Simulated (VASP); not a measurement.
Wanted: the native input for a VASP 6.6.1 run.

```
Task                   : single point
Functional             : r2SCAN
Potentials or basis    : VASP PAW PBE potentials, release 64 (C_h)
Cutoff                 : 910 eV
k mesh                 : 6 × 6 × 6
Occupations            : gaussian, width 0.05 eV
Spin                   : no spin polarisation
Dipole correction      : no
Further INCAR settings : ALGO = Normal; EDIFF = 1e-06; NBANDS = 26
```

The system is C.

```xyz
8
Lattice="3.5603 0.0000 0.0000 0.0000 -3.5603 0.0000 0.0000 0.0000 -3.5603" Properties=species:S:1:pos:R:3 pbc="T T T"
C     1.7109   -0.0693   -0.0693
C     0.0000   -1.7801    0.0000
C     0.0000    0.0000   -1.7801
C     1.7801   -1.7801   -1.7801
C     2.6702   -2.6702   -2.6702
C     0.8901   -0.8901   -2.6702
C     0.8901   -2.6702   -0.8901
C     2.6702   -0.8901   -0.8901
```

This cell differs from its parent crystal: atom 1 (C) moved -0.120 Å towards its neighbour atom 5 (C) at 1.542 Å.

One way to write it, as run:

POSCAR

```
C
1.0
    3.5602834153      0.0000000000      0.0000000000
    0.0000000000     -3.5602834153      0.0000000000
    0.0000000000      0.0000000000     -3.5602834153
C
8
Direct
    0.4805403042      0.0194596958      0.0194596958
    0.0000000000      0.5000000000      0.0000000000
    0.0000000000      0.0000000000      0.5000000000
    0.5000000000      0.5000000000      0.5000000000
    0.7500000000      0.7500000000      0.7500000000
    0.2500000000      0.2500000000      0.7500000000
    0.2500000000      0.7500000000      0.2500000000
    0.7500000000      0.2500000000      0.2500000000
```

INCAR.step1

```
ALGO     = Normal         # electronic algorithm
EDIFF    = 1E-5           # SCF threshold, eV
ENCUT    = 910            # plane-wave cutoff, eV
GGA      = PE             # functional
GGA_COMPAT= False        
ISMEAR   = 0              # smearing method
LASPH    = True           # aspherical terms in the spheres
LCHARG   = False          # write CHGCAR
LREAL    = False          # projectors in reciprocal space
LWAVE    = True           # write WAVECAR
NBANDS   = 26             # bands
NELM     = 120            # most SCF steps
PREC     = Accurate       # precision mode
SIGMA    = 0.05           # smearing width, eV
```

INCAR.step2

```
ALGO     = Normal         # electronic algorithm
EDIFF    = 1E-6           # SCF threshold, eV
ENCUT    = 910            # plane-wave cutoff, eV
GGA_COMPAT= False        
ISIF     = 2              # what is computed and relaxed
ISMEAR   = 0              # smearing method
ISTART   = 1            
LASPH    = True           # aspherical terms in the spheres
LCHARG   = False          # write CHGCAR
LMIXTAU  = True         
LREAL    = False          # projectors in reciprocal space
LWAVE    = False          # write WAVECAR
METAGGA  = R2SCAN         # meta-GGA
NBANDS   = 26             # bands
NELM     = 120            # most SCF steps
PREC     = Accurate       # precision mode
SIGMA    = 0.05           # smearing width, eV
```

KPOINTS

```
k-points
0
Gamma
  6 6 6
```

Potentials or basis: VASP PAW PBE potentials, release 64 (C_h).

Run with:

```bash
$ cat potpaw_PBE.64/C_h/POTCAR > POTCAR
$ cp INCAR.step1 INCAR
$ mpirun -np 1 vasp_std > vasp.out
$ cp INCAR.step2 INCAR
$ mpirun -np 1 vasp_std > vasp.out
```

It gave:

| Property | Result |
| --- | --- |
| Pressure | 0.5 GPa |
| Largest force | 4.793 eV/Å |
| Band gap on the k mesh | 3.59 eV |

Caveat: the cell differs from its parent crystal (atom 1 (C) moved -0.120 Å towards its neighbour atom 5 (C) at 1.542 Å); the cutoff is under 1.25 times the usual one of these potentials, so pressure, stress and relaxed cells hold a basis-set (Pulay) error; the PAW data sets were made with another functional, which shifts forces and pressure a little.

Run time: 2.9 min on 1 thread of Intel(R) Xeon(R) Platinum 8259CL CPU @ 2.50GHz (Skylake/Cascade Lake), on a shared host, peak memory 0.23 GiB.
